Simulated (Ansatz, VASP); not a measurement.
FeSi in VASP and in Ansatz

```
Fe Si
1.0
     4.40312    0.00000    0.00000
     0.00000    4.40312    0.00000
     0.00000    0.00000    4.40312
Fe Si
4 4
Cartesian
  0.5988 0.5988 0.5988
  1.6027 3.8043 2.8004
  2.8004 1.6027 3.8043
  3.8043 2.8004 1.6027
  3.7018 3.7018 3.7018
  2.9028 0.7013 1.5003
  1.5003 2.9028 0.7013
  0.7013 1.5003 2.9028
```

Alike in both runs: task single point; functional PBE; k mesh 6 × 6 × 6; no spin polarisation.

|  | VASP | Ansatz |
| --- | --- | --- |
| version | VASP 6.6.1 | Ansatz 0.2.0 |
| potentials or method | VASP PAW PBE potentials, release 64 (Fe, Si) | plane waves, PAW |
| plane-wave cutoff (eV) | 520 | 420 |
| occupations | gaussian, width 0.01 eV | fixed |
| valence electrons in the cell | 48 | 80 |

Ansatz gave:

```
gap on the k mesh at the Fermi level (eV) : 0.19
pressure (GPa)                            : 7.5
rms of the force components (eV/Å)        : 0.057
```

Q: Which values does VASP return?

A: gap on the k mesh at the Fermi level (eV): 0.18; pressure (GPa): 7.7; rms of the force components (eV/Å): 0.072.

Atom by atom the forces differ by 0.015 eV/Å (rms over components). VASP's potentials hold 48 valence electrons a cell and Ansatz's 80, so a difference there can come from the potentials and not from the codes.
